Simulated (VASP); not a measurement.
# Ge (Fd-3m) in VASP: relaxation of the atoms with PBE

Aim: the relaxation of the atoms of Ge with PBE.

Program: VASP 6.6.1. These are calculated values, not measurements. Logs are shortened: lines on timing, memory, paths and dates and some standing lists are left out, and cuts for length are marked.

## Step 1: The cell of the first run

The structure is cubic, space group Fd-3m (No. 227). The conventional cell has a = 5.695 Å, b = 5.695 Å, c = 5.695 Å, α = 90.00°, β = 90.00°, γ = 90.00°. Ge (site symmetry -43m) has 4 Ge at 2.47 Å within 3.3 Å.

## Step 2: Relaxation of the atoms, PBE (23.09 Å³/atom)

Input file INCAR:

```
  ALGO = Normal
  EDIFF = 1E-6
  EDIFFG = -0.02
  ENCUT = 520
  GGA = PE
  IBRION = 2
  ISIF = 2
  ISMEAR = -1
  LASPH = T
  LCHARG = F
  LREAL = F
  LWAVE = F
  NELM = 80
  NSW = 80
  PREC = Accurate
  SIGMA = 0.05
```

Input file KPOINTS:

```
k-points
0
Gamma
  14 14 14
```

Input file POSCAR:

```
Ge
1.0
    0.0000000000      2.8474084930      2.8474084930
    2.8474084930      0.0000000000      2.8474084930
    2.8474084930      2.8474084930      0.0000000000
Ge
2
Direct
    0.0000000000      0.0000000000      0.0000000000
    0.2500000000      0.2500000000      0.2500000000
```

Potentials or basis: VASP PAW PBE potentials, release 64 (Ge_d).

On the command line:

```sh
cat potpaw_PBE.64/Ge_d/POTCAR > POTCAR
mpirun -np 1 vasp_std > vasp.out
```

OUTCAR:

```text
EDIFF = 1E-6
   EDIFFG = -0.02
   ENCUT = 520
   GGA = PE
   IBRION = 2
   ISIF = 2
   ISMEAR = -1
   LASPH = T
   LREAL = F
   NELM = 80
   NSW = 80
   PREC = Accurate

 ion  position               nearest neighbor table
   1  0.000  0.000  0.000-   2 2.47   2 2.47   2 2.47   2 2.47
   2  0.250  0.250  0.250-   1 2.47   1 2.47   1 2.47   1 2.47

  LATTYP: Found a face centered cubic cell.
 ALAT       =     5.6948169860

  Lattice vectors:

 A1 = (   0.0000000000,   2.8474084930,   2.8474084930)
 A2 = (   2.8474084930,   0.0000000000,   2.8474084930)
 A3 = (   2.8474084930,   2.8474084930,   0.0000000000)

Analysis of symmetry for initial positions (statically):
=====================================================================
 Subroutine PRICEL returns:
 Original cell was already a primitive cell.

 Routine SETGRP: Setting up the symmetry group for a
 face centered cubic supercell.

 Subroutine GETGRP returns: Found 48 space group operations
 (whereof 24 operations were pure point group operations)
 out of a pool of 48 trial point group operations.

The static configuration has the point symmetry T_d .
 The point group associated with its full space group is O_h .

Analysis of symmetry for dynamics (positions and initial velocities):
=====================================================================
 Subroutine PRICEL returns:
 Original cell was already a primitive cell.

 Routine SETGRP: Setting up the symmetry group for a
 face centered cubic supercell.

 Subroutine GETGRP returns: Found 48 space group operations
 (whereof 24 operations were pure point group operations)
 out of a pool of 48 trial point group operations.

The dynamic configuration has the point symmetry T_d .
 The point group associated with its full space group is O_h .

 Subroutine INISYM returns: Found 48 space group operations
 (whereof 24 operations are pure point group operations),
 and found     1 'primitive' translations

----------------------------------------------------------------------------------------

                                     Primitive cell

  volume of cell :      46.1721

  direct lattice vectors                    reciprocal lattice vectors
     0.000000000  2.847408493  2.847408493    -0.175598268  0.175598268  0.175598268
     2.847408493  0.000000000  2.847408493     0.175598268 -0.175598268  0.175598268
     2.847408493  2.847408493  0.000000000     0.175598268  0.175598268 -0.175598268

  length of vectors
[... 76 lines left out ...]
   ISPIN  =      1    spin polarized calculation?
   LNONCOLLINEAR =      F non collinear calculations
   LSORBIT =      F    spin-orbit coupling
   LASPH  =      T    aspherical Exc in radial PAW
   ENCUT  =  520.0 eV  38.22 Ry    6.18 a.u.   7.49  7.49  7.49*2*pi/ulx,y,z
   NELM   =     80;   NELMIN=  2; NELMDL= -5     # of ELM steps
   EDIFF  = 0.1E-05   stopping-criterion for ELM
   LREAL  =      F    real-space projection
   EDIFFG = -.2E-01   stopping-criterion for IOM
   NSW    =     80    number of steps for IOM
   IBRION =      2    ionic relax: 0-MD 1-quasi-New 2-CG
   NFREE  =      1    steps in history (QN), initial steepest desc. (CG)
   ISIF   =      2    stress and relaxation
   ISYM   =      2    0-nonsym 1-usesym 2-fastsym
   POTIM  = 0.5000    time-step for ionic-motion
   TEBEG  =    0.0;   TEEND  =   0.0 temperature during run
   PSTRESS=    0.0 pullay stress
   NELECT =      28.0000    total number of electrons
   NUPDOWN=      -1.0000    fix difference up-down
   EMIN   =  10.00;   EMAX   =-10.00  energy-range for DOS
   EFERMI =   0.00;   METHOD = LEGACY
   ISMEAR =    -1;   SIGMA  =   0.05  broadening in eV -4-tet -1-fermi 0-gaus
   EFERMI_NEDOS =   21; number of points for ismear=-14 and -15
   IALGO  =     38    algorithm
   IMIX   =      4    mixing-type and parameters
     AMIX     =   0.40;   BMIX     =  1.00
     AMIX_MAG =   1.60;   BMIX_MAG =  1.00
  volume/ion in A,a.u.               =      23.09       155.79
  Fermi-wavevector in a.u.,A,eV,Ry     =   1.385695  2.618584 26.125245  1.920151
  Thomas-Fermi vector in A             =   2.510081
   LORBIT       =      0    0 simple, 1 ext, 2 COOP (PROOUT), +10 PAW based schemes
   GGA     = PE    functional components
   LHFCALC =     F    Hartree Fock is set to
   AEXX    =    0.0000 exact exchange contribution
   IVDW    =     0    specifies the selected vdW correction
   LEPSILON=     F    determine dielectric tensor
   LRPA    =     F    only Hartree local field effects (RPA)
 conjugate gradient relaxation of ions
 non-spin polarized calculation
  energy-cutoff  :      520.00
  volume of cell :       46.17
 maximum number of plane-waves:      1267
 NGX is ok and might be reduce to    30
   NGX = 15   NGY = 15   NGZ = 15

 number of electron      28.0000006 magnetization

 Free energy of the ion-electron system (eV)
  ---------------------------------------------------
  ext. energy  EPLUGINS =         0.00000000
  ---------------------------------------------------
  free energy    TOTEN  =        -9.02604672 eV

  energy without entropy =       -9.02564630  energy(sigma->0) =       -9.02584651

 E-fermi :   4.8399     XC(G=0):  -9.8327

 val. band max:        4.8028432237   @ k =   0.0000   0.0000   0.0000
 cond. band min:       4.9285825049   @ k =   0.5000   0.0000   0.0000
 fundamental gap:      0.1257392812
 Fermi energy:         4.8398990691

 k-point     1 :       0.0000    0.0000    0.0000
  band No.  band energies     occupation
      1     -19.9853      2.00000
      2     -19.9853      2.00000
      3     -19.9853      2.00000
      4     -19.9506      2.00000
      5     -19.9506      2.00000
      6     -19.7504      2.00000
[... 481 lines left out ...]
      5     -19.9014      2.00000
      6     -19.8115      2.00000
[... 10 lines left out ...]
     17       9.6537      0.00000
     18       9.7194      0.00000

 [... further k-points ...]
[... 5 lines left out ...]
  --------------------------------------------------------------------------------------
  -------------------------------------------------------------------------------------
  Total        0.6139320      0.6139320      0.6139320     -0.0000000      0.0000000     -0.0000000
  in kB       21.3035287     21.3035287     21.3035287     -0.0000000      0.0000000     -0.0000000
  external PRESSURE =      21.3035287 kB  Pullay stress =       0.0000000 kB

 VOLUME and BASIS-vectors are now :
 -----------------------------------------------------------------------------
  energy-cutoff  :      520.00
  volume of cell :       46.17
      direct lattice vectors                 reciprocal lattice vectors
     0.000000000  2.847408493  2.847408493    -0.175598268  0.175598268  0.175598268
     2.847408493  0.000000000  2.847408493     0.175598268 -0.175598268  0.175598268
     2.847408493  2.847408493  0.000000000     0.175598268  0.175598268 -0.175598268

 POSITION                                       TOTAL-FORCE (eV/Angst)
 -----------------------------------------------------------------------------------
      0.00000      0.00000      0.00000         0.000000      0.000000      0.000000
      1.42370      1.42370      1.42370        -0.000000     -0.000000     -0.000000
 -----------------------------------------------------------------------------------
    total drift:                                0.000000      0.000000      0.000000

  FREE ENERGIE OF THE ION-ELECTRON SYSTEM (eV)
  ---------------------------------------------------
  free  energy   TOTEN  =        -9.0260467245 eV

  energy  without entropy=       -9.0256463048  energy(sigma->0) =       -9.02584651

 reached required accuracy - stopping structural energy minimisation
```

Wall time 60 s (1 thread of Intel Xeon Platinum 8259CL at 2.50GHz (Skylake/Cascade Lake), shared host); peak memory 0.21 GiB.

What came out:

```yaml
Free_energy: -9.0260 eV
Pressure_after_relaxing: 2.1 GPa
Band_gap_on_the_k_mesh: zero (filled and empty bands touch)
```

Final structure:
```
Ge
1.0
     0.00000    2.84741    2.84741
     2.84741    0.00000    2.84741
     2.84741    2.84741    0.00000
Ge
2
Direct
  0.00000 0.00000 0.00000
  0.25000 0.25000 0.25000
```

Levels at points of the mesh, in eV from the Fermi level:
```tsv
k point	band 12	band 13	band 14	band 15	band 16	band 17
(0.00, 0.00, 0.00)	-0.18	-0.04	-0.04	-0.04	2.51	2.51
(0.50, 0.00, 0.00)	-7.54	-1.41	-1.41	0.09	3.70	3.70
(0.50, 0.50, 0.00)	-8.85	-3.04	-3.04	0.74	0.74	9.32
```

Caveat: the relaxation stopped at its first step, so nothing moved; semilocal functionals underestimate gaps, and a narrow one can read as zero.

The gap in the log of VASP goes by the Fermi energy; the results here count the filled bands.